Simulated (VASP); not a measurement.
Runs of VASP 6.6.1 on ZnSe3. The structure is that of space group Pm-3m (No. 221), or close to it. The cells are those of the table. 

```tsv
task	cell	k mesh	cutoff (eV)	gap on the mesh (eV)	pressure (GPa)	relaxed volume (Å³/atom)
relaxation of cell and atoms	relaxed from a = 4.334 Å, 4 atoms	10 × 10 × 10	600	none	0.0	20.26
single point	a = 4.327 Å, 4 atoms	10 × 10 × 10	520	none	(a)	-
relaxation of cell and atoms	relaxed from a = 4.487 Å, 4 atoms	4 × 4 × 4	600	none	0.0	20.27
single point	a = 4.334 Å, 4 atoms	4 × 4 × 4	520	none	-0.2	-
```

Alike in all rows: level PBE; potentials or basis VASP PAW PBE potentials, release 64 (Zn, Se); no spin polarisation; smearing gaussian 0.1 eV.

Q: Estimate the missing entries.

A: (a) 0.1.

Caveats: some runs use coarse meshes.

A k mesh can miss the band edges, and the runs leave out spin-orbit coupling on Se.

A gap of «none» marks levels without a gap at the run's occupations.
